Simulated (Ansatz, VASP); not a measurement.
## Zn: VASP beside Ansatz

```xyz
1
Lattice="2.5137 0.0000 0.0000 0.0000 2.5137 0.0000 0.0000 0.0000 2.5137" Properties=species:S:1:pos:R:3 pbc="T T T"
Zn    0.0000    0.0000    0.0000
```

Alike in both runs: task single point; functional r2SCAN; k mesh 8 × 8 × 8; occupations gaussian, width 0.1 eV; no spin polarisation.

```csv
,VASP,Ansatz
version,VASP 6.6.1,Ansatz 0.2.0
potentials or method,"VASP PAW PBE potentials, release 64 (Zn), cutoff 520 eV","scalar-relativistic, plane waves, PAW"
valence electrons in the cell,12,12
```

```tsv
	VASP	Ansatz	Ansatz less VASP
gap on the k mesh at the Fermi level (eV)	none	none	-
pressure (GPa)	7.2	6.6	-0.55
```

VASP's potentials were made for PBE, not for r2SCAN. A gap of «none» marks a metal or a gap that the smearing closes.
